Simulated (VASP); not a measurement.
# HC3 in VASP: single point with HSE06

Aim: the single point of HC3 with HSE06.

Everything below comes from runs of VASP 6.6.1. Logs are shortened: lines on timing, memory, paths and dates and some standing lists are left out, and cuts for length are marked.

### 1 The cell of the first run

The cell holds a slab with vacuum, 16 atoms: a = 2.513 Å, b = 2.513 Å, c = 25.273 Å, α = 90.00°, β = 90.00°, γ = 90.00°.

### 2 Single point, HSE06

Input file POSCAR:

```
HC3
1.0
    1.7769010000      1.7769010000      0.0000000000
   -1.7769010000      1.7769010000      0.0000000000
    0.0000000000      0.0000000000     25.2729580000
C H
12 4
Direct
    0.0009110000      0.9960260000      0.3086460000
    0.0009080000      0.0527030000      0.4474810000
    0.0009090000      0.0529000000      0.5880930000
    0.5009090000      0.0567570000      0.3417280000
    0.5009090000      0.0528550000      0.4826140000
    0.5009100000      0.0553560000      0.6231450000
    0.0009070000      0.5528900000      0.4122950000
    0.0009100000      0.5527070000      0.5529070000
    0.0009100000      0.4960810000      0.6917410000
    0.5009060000      0.5553420000      0.3772430000
    0.5009100000      0.5528580000      0.5177740000
    0.5009070000      0.5567760000      0.6586600000
    0.0008970000      0.5950510000      0.2975840000
    0.0009190000      0.1419680000      0.2670830000
    0.0009000000      0.0951450000      0.7028150000
    0.0009020000      0.6420630000      0.7333020000
```

Input file INCAR.step1:

```
ALGO = Normal
EDIFF = 1E-5
ENCUT = 520
GGA = PE
ISIF = 2
ISMEAR = -1
LASPH = True
LCHARG = False
LREAL = Auto
LUSENCCL = False
LWAVE = True
NBANDS = 40
NELM = 60
PREC = Accurate
SIGMA = 0.05
```

Input file INCAR.step2:

```
ALGO = Normal
EDIFF = 1E-7
ENCUT = 520
GGA = PE
HFSCREEN = 0.2079
ISIF = 2
ISMEAR = -1
ISTART = 1
LASPH = True
LCHARG = False
LHFCALC = True
LREAL = Auto
LUSENCCL = False
LWAVE = False
NBANDS = 40
NELM = 60
PREC = Accurate
PRECFOCK = Fast
SIGMA = 0.05
```

Input file KPOINTS:

```
k-points
0
Gamma
  4 4 1
```

Potentials or basis: VASP PAW PBE potentials, release 64 (C, H).

Run with:

```sh
> cat potpaw_PBE.64/C/POTCAR potpaw_PBE.64/H/POTCAR > POTCAR
> cp INCAR.step1 INCAR
> mpirun -np 1 vasp_std > vasp.out
> cp INCAR.step2 INCAR
> mpirun -np 1 vasp_std > vasp.out
```

OUTCAR:

```text
EDIFF = 1E-7
   ENCUT = 520
   GGA = PE
   HFSCREEN = 0.2079
   ISIF = 2
   ISMEAR = -1
   ISTART = 1
   LASPH = True
   LHFCALC = True
   LREAL = Auto
   NELM = 60
   PREC = Accurate
   PRECFOCK = Fast

 ion  position               nearest neighbor table
   1  0.001  0.996  0.309-  13 1.05  14 1.11   4 1.52   4 1.52
   2  0.001  0.053  0.447-   5 1.54   5 1.54   7 1.54   7 1.54
   3  0.001  0.053  0.588-   6 1.54   6 1.54   8 1.54   8 1.54
   4  0.501  0.057  0.342-   1 1.52   1 1.52  10 1.54  10 1.55
   5  0.501  0.053  0.483-   2 1.54   2 1.54  11 1.54  11 1.54
   6  0.501  0.055  0.623-   3 1.54   3 1.54  12 1.54  12 1.55
   7  0.001  0.553  0.412-  10 1.54  10 1.54   2 1.54   2 1.54
   8  0.001  0.553  0.553-  11 1.54  11 1.54   3 1.54   3 1.54
   9  0.001  0.496  0.692-  15 1.05  16 1.11  12 1.52  12 1.52
  10  0.501  0.555  0.377-   7 1.54   7 1.54   4 1.54   4 1.55
  11  0.501  0.553  0.518-   8 1.54   8 1.54   5 1.54   5 1.54
  12  0.501  0.557  0.659-   9 1.52   9 1.52   6 1.54   6 1.55
  13  0.001  0.595  0.298-   1 1.05
  14  0.001  0.142  0.267-   1 1.11
  15  0.001  0.095  0.703-   9 1.05
  16  0.001  0.642  0.733-   9 1.11

  LATTYP: Found a simple tetragonal cell.
 ALAT       =     2.5129174932
 C/A-ratio  =    10.0572175841

  Lattice vectors:

 A1 = (   1.7769010000,   1.7769010000,   0.0000000000)
 A2 = (  -1.7769010000,   1.7769010000,   0.0000000000)
 A3 = (   0.0000000000,   0.0000000000,  25.2729580000)

Analysis of symmetry for initial positions (statically):
=====================================================================
 Subroutine PRICEL returns:
 Original cell was already a primitive cell.

 Routine SETGRP: Setting up the symmetry group for a
 simple tetragonal supercell.

 Subroutine GETGRP returns: Found  1 space group operations
 (whereof  1 operations were pure point group operations)
 out of a pool of 16 trial point group operations.

The static configuration has the point symmetry C_1 .

Analysis of symmetry for dynamics (positions and initial velocities):
=====================================================================
 Subroutine PRICEL returns:
 Original cell was already a primitive cell.

 Routine SETGRP: Setting up the symmetry group for a
 simple tetragonal supercell.

 Subroutine GETGRP returns: Found  1 space group operations
 (whereof  1 operations were pure point group operations)
 out of a pool of 16 trial point group operations.

The dynamic configuration has the point symmetry C_1 .

 Subroutine INISYM returns: Found  1 space group operations
 (whereof  1 operations are pure point group operations),
 and found     1 'primitive' translations

----------------------------------------------------------------------------------------

                                     Primitive cell

  volume of cell :     159.5925

  direct lattice vectors                    reciprocal lattice vectors
     1.776901000  1.776901000  0.000000000     0.281388777  0.281388777 -0.000000000
    -1.776901000  1.776901000  0.000000000    -0.281388777  0.281388777  0.000000000
     0.000000000  0.000000000 25.272958000     0.000000000 -0.000000000  0.039567984

  length of vectors
     2.512917493  2.512917493 25.272958000     0.397943825  0.397943825  0.039567984

  position of ions in fractional coordinates (direct lattice)
     0.000911000  0.996026000  0.308646000
     0.000908000  0.052703000  0.447481000
     0.000909000  0.052900000  0.588093000
     0.500909000  0.056757000  0.341728000
     0.500909000  0.052855000  0.482614000
     0.500910000  0.055356000  0.623145000
[... 8 lines left out ...]
     0.000900000  0.095145000  0.702815000
     0.000902000  0.642063000  0.733302000

  ion indices of the primitive-cell ions
   primitive index   ion index
                 1           1
                 2           2
                 3           3
                 4           4
                 5           5
                 6           6
[... 8 lines left out ...]
                15          15
                16          16

----------------------------------------------------------------------------------------

 KPOINTS: k-points

Automatic generation of k-mesh.
 Grid dimensions read from file:
 generate k-points for:    4    4    1

 Generating k-lattice:

  Cartesian coordinates                     Fractional coordinates (reciprocal lattice)
     0.070347194  0.070347194 -0.000000000     0.250000000  0.000000000  0.000000000
    -0.070347194  0.070347194  0.000000000     0.000000000  0.250000000  0.000000000
     0.000000000 -0.000000000  0.039567984     0.000000000  0.000000000  1.000000000

  Length of vectors
     0.099485956  0.099485956  0.039567984

  Shift w.r.t. Gamma in fractional coordinates (k-lattice)
     0.000000000  0.000000000  0.000000000

 Subroutine IBZKPT returns following result:
 ===========================================

 Found     10 irreducible k-points:

 Following reciprocal coordinates:
            Coordinates               Weight
  0.000000  0.000000  0.000000      1.000000
  0.250000  0.000000  0.000000      2.000000
  0.000000  0.250000  0.000000      2.000000
  0.500000  0.000000  0.000000      1.000000
  0.000000  0.500000  0.000000      1.000000
  0.250000  0.250000  0.000000      2.000000
 -0.250000  0.250000  0.000000      2.000000
  0.500000  0.250000  0.000000      2.000000
 -0.250000  0.500000  0.000000      2.000000
  0.500000  0.500000  0.000000      1.000000
   k-points           NKPTS =     10   k-points in BZ     NKDIM =     16   number of bands    NBANDS=     40
   number of dos      NEDOS =    301   number of ions     NIONS =     16
   total plane-waves  NPLWV =  76800
   dimension x,y,z NGX =    20 NGY =   20 NGZ =  192
   dimension x,y,z NGXF=    40 NGYF=   40 NGZF=  384
   ions per type =              12   4
   NGX,Y,Z   is equivalent  to a cutoff of  13.23, 13.23, 12.63 a.u.
   NGXF,Y,Z  is equivalent  to a cutoff of  26.46, 26.46, 25.26 a.u.
 SYSTEM =  unknown system
   PREC   = accura    normal or accurate (medium, high low for compatibility)
   ISTART =      1    job   : 0-new  1-cont  2-samecut
   ICHARG =      0    charge: 1-file 2-atom 10-const
   ISPIN  =      1    spin polarized calculation?
   LNONCOLLINEAR =      F non collinear calculations
   LSORBIT =      F    spin-orbit coupling
   LASPH  =      T    aspherical Exc in radial PAW
   ENCUT  =  520.0 eV  38.22 Ry    6.18 a.u.   4.67  4.67 46.99*2*pi/ulx,y,z
   NELM   =     60;   NELMIN=  2; NELMDL=  0     # of ELM steps
   EDIFF  = 0.1E-06   stopping-criterion for ELM
   LREAL  =      T    real-space projection
   EDIFFG = 0.1E-05   stopping-criterion for IOM
   NSW    =      0    number of steps for IOM
   IBRION =     -1    ionic relax: 0-MD 1-quasi-New 2-CG
   NFREE  =      0    steps in history (QN), initial steepest desc. (CG)
   ISIF   =      2    stress and relaxation
   ISYM   =      3    0-nonsym 1-usesym 2-fastsym
   POTIM  = 0.5000    time-step for ionic-motion
   TEBEG  =    0.0;   TEEND  =   0.0 temperature during run
   PSTRESS=    0.0 pullay stress
   NELECT =      52.0000    total number of electrons
   NUPDOWN=      -1.0000    fix difference up-down
   EMIN   =  10.00;   EMAX   =-10.00  energy-range for DOS
   EFERMI =   0.00;   METHOD = LEGACY
   ISMEAR =    -1;   SIGMA  =   0.05  broadening in eV -4-tet -1-fermi 0-gaus
   EFERMI_NEDOS =   21; number of points for ismear=-14 and -15
   IALGO  =     38    algorithm
   IMIX   =      1    mixing-type and parameters
     AMIX     =   0.40;   BMIX     =  1.00
     AMIX_MAG =   1.60;   BMIX_MAG =  1.00
  volume/ion in A,a.u.               =       9.97        67.31
  Fermi-wavevector in a.u.,A,eV,Ry     =   1.126519  2.128812 17.266399  1.269045
  Thomas-Fermi vector in A             =   2.263201
   LORBIT       =      0    0 simple, 1 ext, 2 COOP (PROOUT), +10 PAW based schemes
   GGA     = PE    functional components
   LHFCALC =     T    Hartree Fock is set to
   PRECFOCK=fast      Normal, Fast or Accurate (Low or Medium for compatibility)
   ENCUT4O =  -1.0   cutoff for four orbital integrals eV
   NKREDX  =     1    reduce k-point grid by
   NKREDY  =     1    reduce k-point grid by
   NKREDZ  =     1    reduce k-point grid by
   AEXX    =    0.2500 exact exchange contribution
   HFSCREEN=    0.2079 screening length (either q_TF or 0.3 A-1)
   HFSCREENC=   0.2079 screening length for correlation (either q_TF or 0.3 A-1)
   ENCUTFOCK=  -1.0 apply spherical cutoff to Coloumb kernel
   IVDW    =     0    specifies the selected vdW correction
   LEPSILON=     F    determine dielectric tensor
   LRPA    =     F    only Hartree local field effects (RPA)
 non-spin polarized calculation
  energy-cutoff  :      520.00
  volume of cell :      159.59
 maximum number of plane-waves:      4361
 NGX is ok and might be reduce to    20
  NGX = 12; NGY = 12; NGZ =120

 number of electron      52.0000007 magnetization

 Free energy of the ion-electron system (eV)
  ---------------------------------------------------
  ext. energy  EPLUGINS =         0.00000000
  ---------------------------------------------------
  free energy    TOTEN  =      -139.31639202 eV

  energy without entropy =     -139.31639202  energy(sigma->0) =     -139.31639202

 E-fermi :   3.2664     XC(G=0):  -5.8394

 val. band max:        2.1876608820   @ k =   0.0000   0.0000   0.0000
 cond. band min:       4.9178045777   @ k =   0.0000   0.0000   0.0000
 fundamental gap:      2.7301436957
 Fermi energy:         3.2663681976

 k-point     1 :       0.0000    0.0000    0.0000
  band No.  band energies     occupation
      1     -21.3365      2.00000
      2     -20.7377      2.00000
      3     -19.7203      2.00000
      4     -18.2753      2.00000
      5     -16.4443      2.00000
      6     -14.3235      2.00000
[... 30 lines left out ...]
     37       8.9374      0.00000
     38       9.2068      0.00000
[... 367 lines left out ...]
     37      12.1511      0.00000
     38      12.1519      0.00000
 [bands above 38 left out]

------------------------ aborting loop because EDIFF is reached ----------------------------------------

  FORCE on cell =-STRESS in cart. coord.  units (eV):
  Direction    XX          YY          ZZ          XY          YZ          ZX
  --------------------------------------------------------------------------------------
  -------------------------------------------------------------------------------------
  Total       11.3800354     11.3836725     -2.0372470     -9.5589607     -0.0019501     -0.0019414
  in kB      114.2461729    114.2826864    -20.4522806    -95.9640844     -0.0195774     -0.0194900
  external PRESSURE =      69.3588596 kB  Pullay stress =       0.0000000 kB

 VOLUME and BASIS-vectors are now :
 -----------------------------------------------------------------------------
  energy-cutoff  :      520.00
  volume of cell :      159.59
      direct lattice vectors                 reciprocal lattice vectors
     1.776901000  1.776901000  0.000000000     0.281388777  0.281388777 -0.000000000
    -1.776901000  1.776901000  0.000000000    -0.281388777  0.281388777  0.000000000
     0.000000000  0.000000000 25.272958000     0.000000000 -0.000000000  0.039567984

 POSITION                                       TOTAL-FORCE (eV/Angst)
 -----------------------------------------------------------------------------------
     -1.76822      1.77146      7.80040         0.605179     -0.603156     -0.334871
     -0.09203      0.09526     11.30917         0.002042      0.000309      0.002749
     -0.09238      0.09561     14.86285         0.001368      0.001085     -0.012434
      0.78921      0.99092      8.63648        -0.042559      0.038954      0.013396
      0.79615      0.98398     12.19708        -0.000048     -0.003649      0.009266
      0.79171      0.98843     15.74872        -0.035297      0.035749      0.023458
[... 8 lines left out ...]
     -0.16746      0.17066     17.76221        -0.556998      0.557238     -0.145108
     -1.13928      1.14249     18.53271         0.026286     -0.026210     -0.305388
 -----------------------------------------------------------------------------------
    total drift:                               -0.010523      0.009934     -0.001084

  FREE ENERGIE OF THE ION-ELECTRON SYSTEM (eV)
  ---------------------------------------------------
  free  energy   TOTEN  =      -139.3163920188 eV

  energy  without entropy=     -139.3163920188  energy(sigma->0) =     -139.31639202
```

Wall time 3.3 min (1 × NVIDIA H100 80GB with 1 thread of AMD EPYC 7R13 (Zen 3), shared host); peak memory 1.3 GiB.

Results:

```
Free energy            : -139.3164 eV
Largest force          : 0.919 eV/Å
Band gap on the k mesh : 2.73 eV
```

Forces in eV/Å, atoms in the order of the input:
```
C    0.605 -0.603 -0.335
C    0.002  0.000  0.003
C    0.001  0.001 -0.012
C   -0.043  0.039  0.013
C    0.000 -0.004  0.009
C   -0.035  0.036  0.023
C   -0.002  0.004  0.016
C   -0.003  0.003  0.002
C    0.608 -0.607  0.328
C   -0.034  0.033 -0.024
C    0.003 -0.006 -0.009
C   -0.040  0.040 -0.014
H   -0.558  0.558  0.144
H    0.026 -0.026  0.306
H   -0.557  0.557 -0.145
H    0.026 -0.026 -0.305
```

Caveat: the k points lie up to 0.63 Å⁻¹ apart; there is no dipole correction, which matters where the two faces differ; the PAW data sets were made with another functional, which shifts forces and pressure a little.
